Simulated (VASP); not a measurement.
A run of VASP 6.6.1:

INCAR

```
SYSTEM = TePb
ALGO     = Normal         ! electronic algorithm
EDIFF    = 1E-6           ! SCF threshold, eV
ENCUT    = 520            ! plane-wave cutoff, eV
GGA      = PE             ! functional
ISIF     = 2              ! what is computed and relaxed
ISMEAR   = 0              ! smearing method
LASPH    = .TRUE.         ! aspherical terms in the spheres
LCHARG   = .FALSE.        ! write CHGCAR
LREAL    = .FALSE.        ! projectors in reciprocal space
LWAVE    = .FALSE.        ! write WAVECAR
NBANDS   = 17             ! bands
NELM     = 100            ! most SCF steps
PREC     = Accurate       ! precision mode
SIGMA    = 0.05           ! smearing width, eV
```

The input KPOINTS:

```
k-points
0
G
  6 6 6
  0 0 0
```

File POSCAR:

```
TePb
1.0
    4.0022870000      0.0000000000      0.0000000000
    0.0000000000      4.0022870000      0.0000000000
    0.0000000000      0.0000000000      4.0022870000
Te Pb
1 1
Direct
    0.5000000000      0.5000000000      0.5000000000
    0.0000000000      0.0000000000      0.0000000000
```

Potentials or basis: VASP PAW PBE potentials, release 64 (Te, Pb_d).

Launch:

```sh
$ cat potpaw_PBE.64/Te/POTCAR potpaw_PBE.64/Pb_d/POTCAR > POTCAR
$ mpirun -np 1 vasp_std > vasp.out
```

Hardware: 1 thread of Intel(R) Xeon(R) 6975P-C (Granite Rapids), on a shared host.

Task: How long does it take, and how much memory?

Result: Wall time 7.4 s on 1 thread of Intel(R) Xeon(R) 6975P-C (Granite Rapids), with other jobs on the host, peak memory 0.17 GiB. Counts: scf iterations 11, k points 20.
